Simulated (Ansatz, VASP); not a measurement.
CdTe in VASP and in Ansatz

```
Cd Te
1.0
     0.00000    3.21282    3.21282
     3.21282    0.00000    3.21282
     3.21282    3.21282    0.00000
Cd Te
1 1
Direct
  0.00000 0.00000 0.00000
  0.25000 0.25000 0.25000
```

Change from the starting cell: strained cell.

Alike in both runs: functional PBEsol; k mesh 6 × 6 × 6; occupations gaussian, width 0.02 eV; no spin polarisation.

Ansatz relaxed the structure, and its values are those at the end. VASP's run is a single point on that final structure, the one shown.

|  | VASP | Ansatz |
| --- | --- | --- |
| version | VASP 6.6.1 | Ansatz 0.2.0 |
| potentials or method | VASP PAW PBE potentials, release 64 (Cd, Te), cutoff 500 eV | scalar-relativistic, plane waves, PAW |
| valence electrons in the cell | 18 | 36 |

```tsv
	VASP	Ansatz	Ansatz less VASP
gap on the k mesh at the Fermi level (eV)	0.74	0.73	-0.005
least direct gap on the mesh (eV)	0.74	0.73	-0.005
pressure (GPa)	1.5	1.3	-0.18
```

VASP's potentials were made for PBE, not for PBEsol, and Ansatz warns of the same on its side. The functional is the same, so the differences come from potentials, cutoffs and numerics. VASP's potentials hold 18 valence electrons a cell and Ansatz's 36, so a difference there can come from the potentials and not from the codes. Ansatz's warnings: stress scf threshold loose.

Spin-orbit coupling is off throughout.
